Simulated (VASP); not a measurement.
Mg3BeS, 5 atoms in the cell. The structure is tetragonal, space group P4mm (No. 99). The conventional cell has a = 3.689 Å, b = 3.689 Å, c = 6.356 Å, α = 90.00°, β = 90.00°, γ = 90.00°. Mg (site symmetry 2mm) has 2 Mg at 1.85 Å within 2.5 Å. Mg (site symmetry 4mm) has 1 S at 1.63 Å and 4 Mg at 1.85 Å within 2.2 Å. Be (site symmetry 4mm) has 1 S at 1.80 Å within 2.4 Å. S (site symmetry 4mm) has 1 Mg at 1.63 Å and 1 Be at 1.80 Å within 2.2 Å. 

- Program: VASP 6.6.1
- Task: relaxation of cell and atoms
- Functional: PBE
- Potentials or basis: VASP PAW PBE potentials, release 64 (Mg, Be, S)
- Cutoff: 600 eV
- k mesh: 6 × 6 × 4
- Occupations: gaussian, width 0.1 eV
- Spin: no spin polarisation
- Dipole correction: no
- Further INCAR settings: ALGO = Normal; EDIFF = 1e-06; IBRION = 2; EDIFFG = -0.04; NSW = 90; ISIF = 3

Potentials or basis: VASP PAW PBE potentials, release 64 (Mg, Be, S).

Command:

```bash
$ cat potpaw_PBE.64/Mg/POTCAR potpaw_PBE.64/Be/POTCAR potpaw_PBE.64/S/POTCAR > POTCAR
$ mpirun -np 1 vasp_std > vasp.out
```

Hardware: 1 thread of Intel(R) Xeon(R) 6975P-C (Granite Rapids), with other jobs on the host.

Estimate the wall time of this run.

Run time: 10 min on 1 thread of Intel(R) Xeon(R) 6975P-C (Granite Rapids), on a shared host, peak memory 0.25 GiB. Counts: scf iterations 473, k points 30, ion steps 45.
